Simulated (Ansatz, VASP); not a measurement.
# MgSc2C2 in VASP and in Ansatz

```
Mg Sc C
1.0
    -1.66275    2.44391    4.12191
     1.66275   -2.44391    4.12191
     1.66275    2.44391   -4.12191
Mg Sc C
1 2 2
Direct
  0.00000 0.00000 0.00000
  0.30941 0.80941 0.50000
  0.69059 0.19059 0.50000
  0.65119 0.50000 0.15119
  0.34881 0.50000 0.84881
```

Change from the starting cell: species swapped into the Tm2GaNi2 type (Immm, No. 71).

Alike in both runs: functional PBE; k mesh 6 × 6 × 6; occupations gaussian, width 0.1 eV; no spin polarisation.

Ansatz relaxed the structure, and its values are those at the end. VASP's run is a single point on that final structure, the one shown.

|  | VASP | Ansatz |
| --- | --- | --- |
| version | VASP 6.6.1 | Ansatz 0.2.0 |
| potentials or method | VASP PAW PBE potentials, release 64 (Mg_sv, Sc_sv, C), cutoff 750 eV | scalar-relativistic, plane waves, PAW |
| valence electrons in the cell | 40 | 40 |

|  | VASP | Ansatz | Ansatz less VASP |
| --- | --- | --- | --- |
| gap on the k mesh at the Fermi level (eV) | none | none | - |
| pressure (GPa) | 0.2 | 0.1 | -0.10 |
| rms of the force components (eV/Å) | 0.035 | 0.014 | -0.0207 |

A gap of «none» marks a metal or a gap that the smearing closes.

The k mesh is coarse, so the values compare programs but aren't converged.
